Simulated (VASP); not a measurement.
# ZnS (P6_3mc) in VASP: single point with PBEsol

Aim: the single point of ZnS with PBEsol.

All numbers are computed with VASP 6.6.1; they aren't measurements. Logs are shortened: lines on timing, memory, paths and dates and some standing lists are left out, and cuts for length are marked.

### Step 1. The cell of the first run

It takes space group P6_3mc (No. 186, hexagonal). The conventional cell has a = 3.782 Å, b = 3.782 Å, c = 6.208 Å, α = 90.00°, β = 90.00°, γ = 120.00°. Zn (site symmetry 3m) has 4 S at 2.32 Å within 3.1 Å. Within 3.1 Å of S (site symmetry 3m) lie 4 Zn at 2.32 Å.

### Step 2. Single point, PBEsol

INCAR

```
PREC = Accurate
ENCUT = 500
EDIFF = 1E-6
ISMEAR = -1
SIGMA = 0.05
LREAL = Auto
LASPH = T
NELM = 120
ALGO = Normal
ISIF = 2
LWAVE = F
LCHARG = T
GGA = PS
LELF = T
LVHAR = T
NBANDS = 486
ISYM = -1
GGA_COMPAT = F
KPAR = 1
```

KPOINTS

```
explicit points
1
Reciprocal
  0.25000000   0.25000000   0.25000000 1
```

POSCAR

```
ZnS
1.0
   11.3467410000      0.0000000000      0.0000000000
    0.0000020000     13.1020880000      0.0000000000
    0.0000000000      0.0000000000     12.4152860000
Zn S
48 48
Direct
    0.0000000000      0.1666670000      0.0004610000
    0.0000000000      0.1666670000      0.5004610000
    0.3333330000      0.1666670000      0.0004610000
    0.3333330000      0.1666670000      0.5004610000
    0.1666670000      0.4166670000      0.0004610000
    0.1666670000      0.4166670000      0.5004610000
    0.0000000000      0.6666670000      0.0004610000
    0.0000000000      0.6666670000      0.5004610000
    0.6666670000      0.1666670000      0.0004610000
    0.6666670000      0.1666670000      0.5004610000
    0.5000000000      0.4166670000      0.0004610000
    0.5000000000      0.4166670000      0.5004610000
    0.3333330000      0.6666670000      0.0004610000
    0.3333330000      0.6666670000      0.5004610000
    0.1666670000      0.9166670000      0.0004610000
    0.1666670000      0.9166670000      0.5004610000
    0.8333330000      0.4166670000      0.0004610000
    0.8333330000      0.4166670000      0.5004610000
    0.6666670000      0.6666670000      0.0004610000
    0.6666670000      0.6666670000      0.5004610000
    0.5000000000      0.9166670000      0.0004610000
    0.5000000000      0.9166670000      0.5004610000
    0.8333330000      0.9166670000      0.0004610000
    0.8333330000      0.9166670000      0.5004610000
    0.1666670000      0.0833330000      0.2504610000
    0.1666670000      0.0833330000      0.7504610000
    0.0000000000      0.3333330000      0.2504610000
    0.0000000000      0.3333330000      0.7504610000
    0.5000000000      0.0833330000      0.2504610000
    0.5000000000      0.0833330000      0.7504610000
    0.3333330000      0.3333330000      0.2504610000
    0.3333330000      0.3333330000      0.7504610000
    0.1666670000      0.5833330000      0.2504610000
    0.1666670000      0.5833330000      0.7504610000
    0.0000000000      0.8333330000      0.2504610000
    0.0000000000      0.8333330000      0.7504610000
    0.8333330000      0.0833330000      0.2504610000
    0.8333330000      0.0833330000      0.7504610000
    0.6666670000      0.3333330000      0.2504610000
    0.6666670000      0.3333330000      0.7504610000
    0.5000000000      0.5833330000      0.2504610000
    0.5000000000      0.5833330000      0.7504610000
    0.3333330000      0.8333330000      0.2504610000
    0.3333330000      0.8333330000      0.7504610000
    0.8333330000      0.5833330000      0.2504610000
    0.8333330000      0.5833330000      0.7504610000
    0.6666670000      0.8333330000      0.2504610000
    0.6666670000      0.8333330000      0.7504610000
    0.0000000000      0.1666670000      0.1875390000
    0.0000000000      0.1666670000      0.6875390000
    0.3333330000      0.1666670000      0.1875390000
    0.3333330000      0.1666670000      0.6875390000
    0.1666670000      0.4166670000      0.1875390000
    0.1666670000      0.4166670000      0.6875390000
    0.0000000000      0.6666670000      0.1875390000
    0.0000000000      0.6666670000      0.6875390000
    0.6666670000      0.1666670000      0.1875390000
    0.6666670000      0.1666670000      0.6875390000
    0.5000000000      0.4166670000      0.1875390000
    0.5000000000      0.4166670000      0.6875390000
    0.3333330000      0.6666670000      0.1875390000
    0.3333330000      0.6666670000      0.6875390000
    0.1666670000      0.9166670000      0.1875390000
    0.1666670000      0.9166670000      0.6875390000
    0.8333330000      0.4166670000      0.1875390000
    0.8333330000      0.4166670000      0.6875390000
    0.6666670000      0.6666670000      0.1875390000
    0.6666670000      0.6666670000      0.6875390000
    0.5000000000      0.9166670000      0.1875390000
    0.5000000000      0.9166670000      0.6875390000
    0.8333330000      0.9166670000      0.1875390000
    0.8333330000      0.9166670000      0.6875390000
    0.1666670000      0.0833330000      0.4375390000
    0.1666670000      0.0833330000      0.9375390000
    0.0000000000      0.3333330000      0.4375390000
    0.0000000000      0.3333330000      0.9375390000
    0.5000000000      0.0833330000      0.4375390000
    0.5000000000      0.0833330000      0.9375390000
    0.3333330000      0.3333330000      0.4375390000
    0.3333330000      0.3333330000      0.9375390000
    0.1666670000      0.5833330000      0.4375390000
    0.1666670000      0.5833330000      0.9375390000
    0.0000000000      0.8333330000      0.4375390000
    0.0000000000      0.8333330000      0.9375390000
    0.8333330000      0.0833330000      0.4375390000
    0.8333330000      0.0833330000      0.9375390000
    0.6666670000      0.3333330000      0.4375390000
    0.6666670000      0.3333330000      0.9375390000
    0.5000000000      0.5833330000      0.4375390000
    0.5000000000      0.5833330000      0.9375390000
    0.3333330000      0.8333330000      0.4375390000
    0.3333330000      0.8333330000      0.9375390000
    0.8333330000      0.5833330000      0.4375390000
    0.8333330000      0.5833330000      0.9375390000
    0.6666670000      0.8333330000      0.4375390000
    0.6666670000      0.8333330000      0.9375390000
```

Potentials or basis: VASP PAW PBE potentials, release 64 (Zn, S).

Launch:

```console
$ cat potpaw_PBE.64/Zn/POTCAR potpaw_PBE.64/S/POTCAR > POTCAR
$ mpirun -np 4 vasp_std > vasp.out
```

OUTCAR:

```text
PREC = Accurate
   ENCUT = 500
   EDIFF = 1E-6
   ISMEAR = -1
   LREAL = Auto
   LASPH = T
   NELM = 120
   ISIF = 2
   GGA = PS
   ISYM = -1

 ion  position               nearest neighbor table
   1  0.000  0.167  0.000-  76 2.32  74 2.32  86 2.32  49 2.32
   2  0.000  0.167  0.500-  75 2.32  73 2.32  85 2.32  50 2.32
   3  0.333  0.167  0.000-  80 2.32  74 2.32  78 2.32  51 2.32
   4  0.333  0.167  0.500-  79 2.32  73 2.32  77 2.32  52 2.32
   5  0.167  0.417  0.000-  82 2.32  80 2.32  76 2.32  53 2.32
   6  0.167  0.417  0.500-  81 2.32  79 2.32  75 2.32  54 2.32
[... 88 lines left out ...]
  95  0.667  0.833  0.438-  20 2.32  24 2.32  22 2.32  47 2.32
  96  0.667  0.833  0.938-  19 2.32  23 2.32  21 2.32  48 2.32

IMPORTANT INFORMATION: All symmetrisations will be switched off!
NOSYMM: (Re-)initialisation of all symmetry stuff for point group C_1.

----------------------------------------------------------------------------------------

                                     Primitive cell

  volume of cell :    1845.7309

  direct lattice vectors                    reciprocal lattice vectors
    11.346741000  0.000000000  0.000000000     0.088131033 -0.000000013  0.000000000
     0.000002000 13.102088000  0.000000000     0.000000000  0.076323713  0.000000000
     0.000000000  0.000000000 12.415286000     0.000000000  0.000000000  0.080545869

  length of vectors
    11.346741000 13.102088000 12.415286000     0.088131033  0.076323713  0.080545869

  position of ions in fractional coordinates (direct lattice)
     0.000000000  0.166667000  0.000461000
     0.000000000  0.166667000  0.500461000
     0.333333000  0.166667000  0.000461000
     0.333333000  0.166667000  0.500461000
     0.166667000  0.416667000  0.000461000
     0.166667000  0.416667000  0.500461000
[... 88 lines left out ...]
     0.666667000  0.833333000  0.437539000
     0.666667000  0.833333000  0.937539000

  ion indices of the primitive-cell ions
   primitive index   ion index
                 1           1
                 2           2
                 3           3
                 4           4
                 5           5
                 6           6
[... 88 lines left out ...]
                95          95
                96          96

----------------------------------------------------------------------------------------

 KPOINTS: explicit points

Read explicit list of k-points.

 Found      1 k-points:

 Following reciprocal coordinates:
            Coordinates               Weight
  0.250000  0.250000  0.250000      1.000000
   k-points           NKPTS =      1   k-points in BZ     NKDIM =      1   number of bands    NBANDS=    488
   number of dos      NEDOS =    301   number of ions     NIONS =     96
   total plane-waves  NPLWV = 774144
   dimension x,y,z NGX =    84 NGY =   96 NGZ =   96
   dimension x,y,z NGXF=   168 NGYF=  192 NGZF=  192
   ions per type =              48  48
   NGX,Y,Z   is equivalent  to a cutoff of  12.31, 12.18, 12.85 a.u.
   NGXF,Y,Z  is equivalent  to a cutoff of  24.61, 24.36, 25.71 a.u.
 SYSTEM =  unknown system
   PREC   = accura    normal or accurate (medium, high low for compatibility)
   ISTART =      0    job   : 0-new  1-cont  2-samecut
   ICHARG =      2    charge: 1-file 2-atom 10-const
   ISPIN  =      1    spin polarized calculation?
   LNONCOLLINEAR =      F non collinear calculations
   LSORBIT =      F    spin-orbit coupling
   LASPH  =      T    aspherical Exc in radial PAW
   ENCUT  =  500.0 eV  36.75 Ry    6.06 a.u.  20.69 23.89 22.64*2*pi/ulx,y,z
   NELM   =    120;   NELMIN=  2; NELMDL= -5     # of ELM steps
   EDIFF  = 0.1E-05   stopping-criterion for ELM
   LREAL  =      T    real-space projection
   EDIFFG = 0.1E-04   stopping-criterion for IOM
   NSW    =      0    number of steps for IOM
   IBRION =     -1    ionic relax: 0-MD 1-quasi-New 2-CG
   NFREE  =      0    steps in history (QN), initial steepest desc. (CG)
   ISIF   =      2    stress and relaxation
   ISYM   =     -1    0-nonsym 1-usesym 2-fastsym
   POTIM  = 0.5000    time-step for ionic-motion
   TEBEG  =    0.0;   TEEND  =   0.0 temperature during run
   PSTRESS=    0.0 pullay stress
   NELECT =     864.0000    total number of electrons
   NUPDOWN=      -1.0000    fix difference up-down
   EMIN   =  10.00;   EMAX   =-10.00  energy-range for DOS
   EFERMI =   0.00;   METHOD = LEGACY
   ISMEAR =    -1;   SIGMA  =   0.05  broadening in eV -4-tet -1-fermi 0-gaus
   EFERMI_NEDOS =   21; number of points for ismear=-14 and -15
   IALGO  =     38    algorithm
   IMIX   =      4    mixing-type and parameters
     AMIX     =   0.40;   BMIX     =  1.00
     AMIX_MAG =   1.60;   BMIX_MAG =  1.00
  volume/ion in A,a.u.               =      19.23       129.75
  Fermi-wavevector in a.u.,A,eV,Ry     =   1.271130  2.402087 21.983904  1.615771
  Thomas-Fermi vector in A             =   2.404080
   LORBIT       =      0    0 simple, 1 ext, 2 COOP (PROOUT), +10 PAW based schemes
   GGA     = PS    functional components
   LHFCALC =     F    Hartree Fock is set to
   AEXX    =    0.0000 exact exchange contribution
   IVDW    =     0    specifies the selected vdW correction
   LEPSILON=     F    determine dielectric tensor
   LRPA    =     F    only Hartree local field effects (RPA)
 non-spin polarized calculation
  energy-cutoff  :      500.00
  volume of cell :     1845.73
 maximum number of plane-waves:     46846
 NGX is ok and might be reduce to    84
   NGX = 41   NGY = 47   NGZ = 45

 number of electron     863.9999624 magnetization

 Free energy of the ion-electron system (eV)
  ---------------------------------------------------
  ext. energy  EPLUGINS =         0.00000000
  ---------------------------------------------------
  free energy    TOTEN  =      -364.09074096 eV

  energy without entropy =     -364.09074096  energy(sigma->0) =     -364.09074096

 E-fermi :   3.3449     XC(G=0):  -9.9640

 val. band max:        2.1495266210   @ k =   0.2500   0.2500   0.2500
 cond. band min:       5.2098606633   @ k =   0.2500   0.2500   0.2500
 fundamental gap:      3.0603340423
 Fermi energy:         3.3448603629

 k-point     1 :       0.2500    0.2500    0.2500
  band No.  band energies     occupation
      1     -10.9940      2.00000
      2     -10.7867      2.00000
      3     -10.7609      2.00000
      4     -10.7228      2.00000
      5     -10.5729      2.00000
      6     -10.5473      2.00000
[... 436 lines left out ...]
    443       6.1107      0.00000
    444       6.1261      0.00000
 [bands above 444 left out]

------------------------ aborting loop because EDIFF is reached ----------------------------------------

  FORCE on cell =-STRESS in cart. coord.  units (eV):
  Direction    XX          YY          ZZ          XY          YZ          ZX
  --------------------------------------------------------------------------------------
  -------------------------------------------------------------------------------------
  Total        1.0568155      1.4474902      1.9562995      0.2778929     -0.0561651      0.0675743
  in kB        0.9173633      1.2564865      1.6981558      0.2412235     -0.0487538      0.0586575
  external PRESSURE =       1.2906686 kB  Pullay stress =       0.0000000 kB

 VOLUME and BASIS-vectors are now :
 -----------------------------------------------------------------------------
  energy-cutoff  :      500.00
  volume of cell :     1845.73
      direct lattice vectors                 reciprocal lattice vectors
    11.346741000  0.000000000  0.000000000     0.088131033 -0.000000013  0.000000000
     0.000002000 13.102088000  0.000000000     0.000000000  0.076323713  0.000000000
     0.000000000  0.000000000 12.415286000     0.000000000  0.000000000  0.080545869

 POSITION                                       TOTAL-FORCE (eV/Angst)
 -----------------------------------------------------------------------------------
      0.00000      2.18369      0.00572         0.005215     -0.000110     -0.000735
      0.00000      2.18369      6.21337         0.005236     -0.000141     -0.000740
      3.78224      2.18369      0.00572         0.005305     -0.000087     -0.000708
      3.78224      2.18369      6.21337         0.005273     -0.000099     -0.000713
      1.89113      5.45921      0.00572         0.005213     -0.000151     -0.000682
      1.89113      5.45921      6.21337         0.005218     -0.000112     -0.000778
[... 88 lines left out ...]
      7.56450     10.91840      5.43217        -0.005588      0.000448      0.000341
      7.56450     10.91840     11.63981        -0.005299      0.000381      0.000315
 -----------------------------------------------------------------------------------
    total drift:                               -0.000179     -0.000087     -0.001297

  FREE ENERGIE OF THE ION-ELECTRON SYSTEM (eV)
  ---------------------------------------------------
  free  energy   TOTEN  =      -364.0907409595 eV

  energy  without entropy=     -364.0907409594  energy(sigma->0) =     -364.09074096
```

Run time: 14 min. Hardware: 4 MPI ranks of Intel Xeon Platinum 8259CL at 2.50GHz (Skylake/Cascade Lake), shared host; peak memory 0.65 GiB.

Results:

| Item | Value |
| --- | --- |
| Free energy | -364.0907 eV |
| Pressure | 0.1 GPa |
| Largest force | 0.006 eV/Å |
| Band gap on the k mesh | 3.06 eV |

Forces on the atoms (eV/Å):
```
Zn   0.005  0.000 -0.001
Zn   0.005  0.000 -0.001
Zn   0.005  0.000 -0.001
Zn   0.005  0.000 -0.001
Zn   0.005  0.000 -0.001
Zn   0.005  0.000 -0.001
Zn   0.005  0.000 -0.001
Zn   0.005  0.000 -0.001
Zn   0.005  0.000 -0.001
Zn   0.005  0.000 -0.001
Zn   0.005  0.000 -0.001
Zn   0.005  0.000 -0.001
Zn   0.005  0.000 -0.001
Zn   0.005  0.000 -0.001
Zn   0.005  0.000 -0.001
Zn   0.005  0.000 -0.001
Zn   0.005  0.000 -0.001
Zn   0.005  0.000 -0.001
Zn   0.005  0.000 -0.001
Zn   0.005  0.000 -0.001
Zn   0.005  0.000 -0.001
Zn   0.005  0.000 -0.001
Zn   0.005  0.000 -0.001
Zn   0.005  0.000 -0.001
Zn  -0.003  0.001  0.000
Zn  -0.003  0.001  0.000
Zn  -0.003  0.001  0.000
Zn  -0.003  0.001  0.000
Zn  -0.003  0.001  0.000
Zn  -0.003  0.001  0.000
Zn  -0.003  0.001  0.000
Zn  -0.003  0.001  0.000
Zn  -0.003  0.001  0.000
Zn  -0.003  0.001  0.000
Zn  -0.003  0.001  0.000
Zn  -0.003  0.001  0.000
Zn  -0.003  0.001  0.000
Zn  -0.003  0.001  0.000
Zn  -0.003  0.001  0.000
Zn  -0.003  0.001  0.000
Zn  -0.003  0.001  0.000
Zn  -0.003  0.001  0.000
Zn  -0.003  0.001  0.000
Zn  -0.003  0.001  0.000
Zn  -0.003  0.001  0.000
Zn  -0.003  0.001  0.000
Zn  -0.003  0.001  0.000
Zn  -0.003  0.001  0.000
S    0.003 -0.001  0.001
S    0.003 -0.001  0.001
S    0.003 -0.001  0.001
S    0.003 -0.001  0.001
S    0.003 -0.001  0.001
S    0.003 -0.001  0.001
S    0.003 -0.001  0.001
S    0.003 -0.001  0.001
S    0.003 -0.001  0.001
S    0.003 -0.001  0.001
S    0.003 -0.001  0.001
S    0.003 -0.001  0.001
S    0.003 -0.001  0.001
S    0.003 -0.001  0.001
S    0.003 -0.001  0.001
S    0.003 -0.001  0.001
S    0.003 -0.001  0.001
S    0.003 -0.001  0.001
S    0.003 -0.001  0.001
S    0.003 -0.001  0.001
S    0.003 -0.001  0.001
S    0.003 -0.001  0.001
S    0.003 -0.001  0.001
S    0.003 -0.001  0.001
S   -0.005  0.000  0.000
S   -0.005  0.000  0.000
S   -0.005  0.000  0.000
S   -0.005  0.000  0.000
S   -0.005  0.000  0.000
S   -0.006  0.000  0.000
S   -0.005  0.000  0.000
S   -0.005  0.000  0.000
S   -0.005  0.000  0.000
S   -0.005  0.000  0.000
S   -0.005  0.000  0.000
S   -0.005  0.001  0.000
S   -0.005  0.000  0.000
S   -0.005  0.000  0.000
S   -0.005  0.000  0.000
S   -0.005  0.001  0.000
S   -0.005  0.000  0.000
S   -0.005  0.000  0.000
S   -0.005  0.000  0.000
S   -0.005  0.000  0.000
S   -0.005  0.000  0.000
S   -0.005  0.000  0.000
S   -0.006  0.000  0.000
S   -0.005  0.000  0.000
```

Levels at points of the mesh, in eV from the valence-band top:
| k point | band 428 | band 429 | band 430 | band 431 | band 432 | band 433 | band 434 | band 435 | band 436 | band 437 |
| --- | --- | --- | --- | --- | --- | --- | --- | --- | --- | --- |
| (0.25, 0.25, 0.25) | -0.39 | -0.34 | -0.29 | -0.13 | 0.00 | 3.06 | 3.42 | 3.58 | 3.65 | 3.67 |

Caveat: the PAW data sets were made with another functional, which shifts forces and pressure a little; a shifted mesh leaves out Γ, where band edges can lie. A k mesh can miss the band edges.
